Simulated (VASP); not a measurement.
# Mn (P6_3/mmc) in VASP: notebook

Runs on Mn. Level: PBE. Tasks: relaxation of cell and atoms, single point.

Everything below comes from runs of VASP 6.6.1. Logs are shortened: lines on timing, memory, paths and dates and some standing lists are left out, and cuts for length are marked.

### 1 The cell of the first run

It takes space group P6_3/mmc (No. 194, hexagonal). The conventional cell has a = 2.584 Å, b = 2.584 Å, c = 4.220 Å, α = 90.00°, β = 90.00°, γ = 120.00°. Within 3.4 Å of Mn (site symmetry -6m2) lie 12 Mn at 2.58 Å.

This isn't the form of Mn at room conditions, which is a 58-atom cubic cell.

### 2 Relaxation of cell and atoms, PBE, collinear spin, ferromagnetic start

The input, INCAR:

```
SYSTEM = Mn
PREC     = Accurate       ! precision mode
ENCUT    = 500            ! plane-wave cutoff, eV
EDIFF    = 1E-7           ! SCF threshold, eV
ISMEAR   = 0              ! smearing method
SIGMA    = 0.05           ! smearing width, eV
LREAL    = .False.        ! projectors in reciprocal space
LASPH    = .True.         ! aspherical terms in the spheres
NELM     = 200            ! most SCF steps
ALGO     = Normal         ! electronic algorithm
ISIF     = 3              ! what is computed and relaxed
LWAVE    = .False.        ! write WAVECAR
LCHARG   = .False.        ! write CHGCAR
ISPIN    = 2              ! spin polarisation
MAGMOM   = 3.5 3.5        ! initial moments
LORBIT   = 11             ! projections on sites
LMAXMIX  = 4              ! l up to which the mixer works
GGA      = PE             ! functional
IBRION   = 2              ! ionic algorithm
NSW      = 80             ! ionic steps
EDIFFG   = -0.01          ! ionic threshold
GGA_COMPAT= .False.      
NELMIN   = 4
```

The input, KPOINTS:

```
regular mesh
0
Gamma
  18 18 10
  0 0 0
```

The input, POSCAR:

```
Mn
1.0
    2.5837984486      0.0000000000      0.0000000000
   -1.2918992243      2.2376350948      0.0000000000
    0.0000000000      0.0000000000      4.2202041327
Mn
2
Direct
    0.3333333333      0.6666666667      0.7500000000
    0.6666666667      0.3333333333      0.2500000000
```

Potentials or basis: VASP PAW PBE potentials, release 64 (Mn_pv).

The run is started by

```bash
$ cat potpaw_PBE.64/Mn_pv/POTCAR > POTCAR
$ mpirun -np 1 vasp_std > vasp.out
```

OUTCAR:

```text
SYSTEM = Mn
   PREC = Accurate
   ENCUT = 500
   EDIFF = 1E-7
   ISMEAR = 0
   LREAL = .False.
   LASPH = .True.
   NELM = 200
   ISIF = 3
   ISPIN = 2
   LORBIT = 11
   GGA = PE
   IBRION = 2
   NSW = 80
   EDIFFG = -0.01
   NELMIN = 4

 ion  position               nearest neighbor table
   1  0.333  0.667  0.750-   2 2.58   2 2.58   2 2.58   2 2.58   2 2.58   2 2.58
   2  0.667  0.333  0.250-   1 2.58   1 2.58   1 2.58   1 2.58   1 2.58   1 2.58

  LATTYP: Found a hexagonal cell.
 ALAT       =     2.5837984486
 C/A-ratio  =     1.6333333333

  Lattice vectors:

 A1 = (   2.5837984486,   0.0000000000,   0.0000000000)
 A2 = (  -1.2918992243,   2.2376350948,   0.0000000000)
 A3 = (   0.0000000000,   0.0000000000,   4.2202041327)

Analysis of symmetry for initial positions (statically):
=====================================================================
 Subroutine PRICEL returns:
 Original cell was already a primitive cell.

 Routine SETGRP: Setting up the symmetry group for a
 hexagonal supercell.

 Subroutine GETGRP returns: Found 24 space group operations
 (whereof 12 operations were pure point group operations)
 out of a pool of 24 trial point group operations.

The static configuration has the point symmetry D_3d.
 The point group associated with its full space group is D_6h.

Analysis of symmetry for dynamics (positions and initial velocities):
=====================================================================
 Subroutine PRICEL returns:
 Original cell was already a primitive cell.

 Routine SETGRP: Setting up the symmetry group for a
 hexagonal supercell.

 Subroutine GETGRP returns: Found 24 space group operations
 (whereof 12 operations were pure point group operations)
 out of a pool of 24 trial point group operations.

The dynamic configuration has the point symmetry D_3d.
 The point group associated with its full space group is D_6h.

Analysis of structural, dynamic, and magnetic symmetry:
=====================================================================
 Subroutine PRICEL returns:
 Original cell was already a primitive cell.

 Routine SETGRP: Setting up the symmetry group for a
 hexagonal supercell.

 Subroutine GETGRP returns: Found 24 space group operations
 (whereof 12 operations were pure point group operations)
 out of a pool of 24 trial point group operations.

The overall configuration has the point symmetry D_3d.
 The point group associated with its full space group is D_6h.

 Subroutine INISYM returns: Found 24 space group operations
 (whereof 12 operations are pure point group operations),
 and found     1 'primitive' translations

----------------------------------------------------------------------------------------

                                     Primitive cell

  volume of cell :      24.3995

[... 92 lines left out ...]
   IBRION =      2    ionic relax: 0-MD 1-quasi-New 2-CG
   NFREE  =      1    steps in history (QN), initial steepest desc. (CG)
   ISIF   =      3    stress and relaxation
   ISYM   =      2    0-nonsym 1-usesym 2-fastsym
   POTIM  = 0.5000    time-step for ionic-motion
   TEBEG  =    0.0;   TEEND  =   0.0 temperature during run
   PSTRESS=    0.0 pullay stress
   NELECT =      26.0000    total number of electrons
   NUPDOWN=      -1.0000    fix difference up-down
   EMIN   =  10.00;   EMAX   =-10.00  energy-range for DOS
   EFERMI =   0.00;   METHOD = LEGACY
   ISMEAR =     0;   SIGMA  =   0.05  broadening in eV -4-tet -1-fermi 0-gaus
   EFERMI_NEDOS =   21; number of points for ismear=-14 and -15
   IALGO  =     38    algorithm
   IMIX   =      4    mixing-type and parameters
     AMIX     =   0.40;   BMIX     =  1.00
     AMIX_MAG =   1.60;   BMIX_MAG =  1.00
  volume/ion in A,a.u.               =      12.20        82.33
  Fermi-wavevector in a.u.,A,eV,Ry     =   1.672138  3.159883 38.042516  2.796046
  Thomas-Fermi vector in A             =   2.757338
   LORBIT       =     11    0 simple, 1 ext, 2 COOP (PROOUT), +10 PAW based schemes
   GGA     = PE    functional components
   LHFCALC =     F    Hartree Fock is set to
   AEXX    =    0.0000 exact exchange contribution
   IVDW    =     0    specifies the selected vdW correction
   LEPSILON=     F    determine dielectric tensor
   LRPA    =     F    only Hartree local field effects (RPA)
 conjugate gradient relaxation of ions
 spin polarized calculation
 Gauss-broadening in eV      SIGMA  =   0.05
  energy-cutoff  :      500.00
  volume of cell :       24.40
 maximum number of plane-waves:       640
 NGX is ok and might be reduce to    20
   NGX =  9   NGY =  9   NGZ = 15

--------------------------------------- Ionic step        1  -------------------------------------------

 number of electron      25.9999987 magnetization      -0.0021726

 number of electron      25.9999987 magnetization       0.0005252

 Free energy of the ion-electron system (eV)
  ---------------------------------------------------
  ext. energy  EPLUGINS =         0.00000000
  ---------------------------------------------------
  free energy    TOTEN  =       -17.59790834 eV

  energy without entropy =      -17.59300712  energy(sigma->0) =      -17.59545773

 E-fermi :   8.6790     XC(G=0): -13.2698

 val. band max:        8.6789141816   @ k =   0.3333   0.0556   0.4000
 cond. band min:       8.6791233483   @ k =   0.3333   0.0556   0.4000
 fundamental gap:      0.0002091667
 Fermi energy:         8.6790142632

 spin component 1

 k-point     1 :       0.0000    0.0000    0.0000
  band No.  band energies     occupation
      1     -39.4254      1.00000
      2     -38.9849      1.00000
      3     -38.9849      1.00000
      4     -38.9298      1.00000
      5     -38.9180      1.00000
      6     -38.9180      1.00000
[... 1450 lines left out ...]
 number of electron      26.0000022 magnetization      -0.0000001

 number of electron      26.0000022 magnetization       0.0000001

 Free energy of the ion-electron system (eV)
  ---------------------------------------------------
  ext. energy  EPLUGINS =         0.00000000
  ---------------------------------------------------
  free energy    TOTEN  =       -17.88952868 eV

  energy without entropy =      -17.88528748  energy(sigma->0) =      -17.88740808

 E-fermi :  10.4257     XC(G=0): -14.0450

 val. band max:       10.4253335296   @ k =   0.2778   0.2778   0.5000
 cond. band min:      10.4258083493   @ k =   0.0556   0.0000   0.0000
 fundamental gap:      0.0004748197
 Fermi energy:        10.4257455603

 spin component 1

 k-point     1 :       0.0000    0.0000    0.0000
  band No.  band energies     occupation
      1     -37.8499      1.00000
      2     -37.1771      1.00000
      3     -37.1771      1.00000
      4     -37.0712      1.00000
      5     -37.0712      1.00000
      6     -37.0645      1.00000
[... 1176 lines left out ...]
  FREE ENERGIE OF THE ION-ELECTRON SYSTEM (eV)
  ---------------------------------------------------
  free  energy   TOTEN  =       -17.8895286782 eV

  energy  without entropy=      -17.8852874849  energy(sigma->0) =      -17.88740808

 reached required accuracy - stopping structural energy minimisation

 total charge

# of ion       s       p       d       tot
------------------------------------------
    1        0.428   6.402   5.164  11.994
    2        0.428   6.402   5.164  11.994
--------------------------------------------------
tot          0.857  12.804  10.328  23.988

 magnetization (x)

# of ion       s       p       d       tot
------------------------------------------
    1       -0.000  -0.000  -0.000  -0.000
    2       -0.000  -0.000  -0.000  -0.000
--------------------------------------------------
tot         -0.000  -0.000  -0.000  -0.000
```

OSZICAR:

```text
N       E                     dE             d eps       ncg     rms          rms(c)
DAV:   1     0.250454995595E+03    0.25045E+03   -0.15156E+04 18858   0.164E+03
DAV:   2    -0.940836548766E+01   -0.25986E+03   -0.25101E+03 18743   0.435E+02
[... 93 lines left out ...]
DAV:   2    -0.178896501593E+02    0.15982E-02   -0.69786E-03 19698   0.112E+00    0.876E-02
DAV:   3    -0.178895408058E+02    0.10935E-03   -0.32385E-04 19478   0.246E-01    0.332E-02
DAV:   4    -0.178895304744E+02    0.10331E-04   -0.22786E-05 19998   0.492E-02    0.306E-03
DAV:   5    -0.178895296571E+02    0.81730E-06   -0.48841E-07 19541   0.783E-03    0.190E-03
DAV:   6    -0.178895286301E+02    0.10270E-05   -0.14359E-08 10169   0.136E-03    0.144E-04
DAV:   7    -0.178895286782E+02   -0.48077E-07   -0.30203E-09  9469   0.694E-04
   9 F= -.17889529E+02 E0= -.17887408E+02  d E =-.251841E-04  mag=    -0.0000
```

CONTCAR:

```text
Mn
   1.00000000000000
     2.4808676525832443   -0.0000000000000000   -0.0000000000000000
    -1.2404338262916221    2.1484944106112915   -0.0000000000000000
     0.0000000000000000    0.0000000000000000    4.0149247975338360
  Mn
     2
Direct
     0.3333333332999970    0.6666666667000030    0.7500000000000000
     0.6666666667000030    0.3333333332999970    0.2500000000000000

  0.00000000E+00  0.00000000E+00  0.00000000E+00
  0.00000000E+00  0.00000000E+00  0.00000000E+00
```

Run time: 8.8 min. Hardware: 1 thread of Intel Xeon 6975P-C (Granite Rapids), shared host; peak memory 0.28 GiB.

What came out:

```yaml
Free_energy: -17.8895 eV
Relaxed_volume: 10.70 Å³/atom
Relaxed_cell: a = 2.481 Å, b = 2.481 Å, c = 4.015 Å, α = 90.00°, β = 90.00°, γ = 120.00°
Space_group_after_relaxing_to_0.1_Å: P6_3/mmc (No. 194)
Energy_gained_by_relaxing: 145.8 meV/atom
Ionic_steps: 9
Pressure_after_relaxing: 0.0 GPa
Band_gap_on_the_k_mesh: zero (filled and empty bands overlap)
Net_moment: 0.00 μB per cell
Valence_electrons_inside_the_program's_atomic_spheres: Mn 11.99
```

Step by step:
```
step  energy change (eV)  largest force (eV/Å)  pressure (GPa)  volume (Å³)
   1              0.0000                0.0000          -27.59        24.40
   2              0.4936                0.0000           80.82        17.71
   3             -0.2903                0.0000           -1.82        21.54
   4             -0.2911                0.0000           -0.39        21.43
   5             -0.2911                0.0000            0.34        21.38
   6             -0.2916                0.0000            0.33        21.38
   7             -0.2916                0.0000            0.33        21.38
   8             -0.2916                0.0000           -0.48        21.44
   9             -0.2916                0.0000            0.01        21.40
```

Final structure:
```yaml
crystal:
  lattice:
    - [2.48087, 0.00000, 0.00000]
    - [-1.24043, 2.14849, 0.00000]
    - [0.00000, 0.00000, 4.01492]
  atoms:
    - { symbol: Mn, position: [0.33333, 0.66667, 0.75000] }
    - { symbol: Mn, position: [0.66667, 0.33333, 0.25000] }
```

Caveat: the moments typed at the start vanished in this run.

### 3 Single point, PBE

This run uses another cell than the first one, of 10.70 Å³/atom.

The input, INCAR:

```
SYSTEM = Mn
PREC = Accurate ; ENCUT = 520
EDIFF = 1E-7 ; ISMEAR = 0
SIGMA = 0.05 ; LREAL = .FALSE.
LASPH = .TRUE. ; NELM = 60
ALGO = Fast ; ISIF = 2
LWAVE = .FALSE. ; LCHARG = .FALSE.
GGA = PE ; NBANDS = 20
```

The input, KPOINTS:

```
regular mesh
0
G
  20 20 10
  0 0 0
```

The input, POSCAR:

```
Mn
1.0
    2.4814288107      0.0000000000      0.0000000000
   -1.2407144054      2.1489803878      0.0000000000
    0.0000000000      0.0000000000      4.0135258042
Mn
2
Direct
    0.3333333333      0.6666666667      0.7500000000
    0.6666666667      0.3333333333      0.2500000000
```

Potentials or basis: VASP PAW PBE potentials, release 64 (Mn_pv).

The run is started by

```bash
$ cat potpaw_PBE.64/Mn_pv/POTCAR > POTCAR
$ mpirun -np 1 vasp_std > vasp.out
```

Run time: 2.7 min. Hardware: 1 thread of Intel Xeon 8259CL, shared host; peak memory 0.2 GiB.

Results (log left out):

```yaml
Free_energy: -17.8905 eV
Pressure: -0.1 GPa
Band_gap_on_the_k_mesh: zero (bands 13 and 14 overlap by 2.17 eV)
```

Stress tensor (GPa, compression positive):
```
-0.09  0.00  0.00
 0.00 -0.09  0.00
 0.00  0.00 -0.26
```

Levels at points of the mesh, in eV from the Fermi level:
```csv
k point,band 11,band 12,band 13,band 14,band 15,band 16
"(0.00, 0.00, 0.00)",-0.95,-0.48,-0.48,0.04,0.04,0.75
"(0.50, 0.00, 0.00)",-1.16,-0.93,-0.42,1.82,1.97,2.04
"(0.00, 0.00, 0.50)",-1.03,-1.03,-1.03,-1.03,1.19,1.19
"(0.50, 0.00, 0.50)",0.19,0.19,0.86,0.86,1.95,1.95
```

Caveat: the run has no spin polarisation, though such a crystal can be magnetic. Spin polarisation is off, so any magnetic state and its effect on volume and gap are missing.
